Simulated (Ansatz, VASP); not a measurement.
# One calculation of PdCl4, two programs

```
CELL_PARAMETERS angstrom
4.92309 0.00000 0.00000
0.00000 4.92309 0.00000
0.00000 0.00000 6.28042
ATOMIC_POSITIONS crystal
Pd 0.50000 0.50000 0.94294
Cl 0.77223 0.77223 0.15691
Cl 0.22777 0.22777 0.15691
Cl 0.22777 0.77223 0.15691
Cl 0.77223 0.22777 0.15691
```

Alike in both runs: task relaxation of cell and atoms; functional PBE; k mesh 3 × 3 × 2; occupations gaussian, width 0.15 eV; no spin polarisation.

|  | VASP | Ansatz |
| --- | --- | --- |
| version | VASP 6.6.1 | Ansatz 0.2.0 |
| potentials or method | VASP PAW PBE potentials, release 64 (Pd, Cl), cutoff 600 eV | scalar-relativistic, plane waves, PAW |
| valence electrons in the cell | 38 | 46 |

VASP gave:

| Quantity | Value |
| --- | --- |
| gap on the k mesh at the Fermi level, each at its own relaxed structure (eV) | none |
| relaxed volume (Å³/atom) | 39.46 |
| relaxed length of the cell vector where the two differ most in proportion (Å) | 4.713 |

Q: Estimate Ansatz's values.

A: gap on the k mesh at the Fermi level, each at its own relaxed structure (eV): none; relaxed volume (Å³/atom): 38.41; relaxed length of the cell vector where the two differ most in proportion (Å): 4.920.

A gap of «none» marks a metal or a gap that the smearing closes. VASP's potentials hold 38 valence electrons a cell and Ansatz's 46, so a difference there can come from the potentials and not from the codes.

The k mesh is coarse, so the values compare programs but aren't converged. Noted on VASP's run: the volume moved by over 15 % at a fixed basis, so the end points are rough.
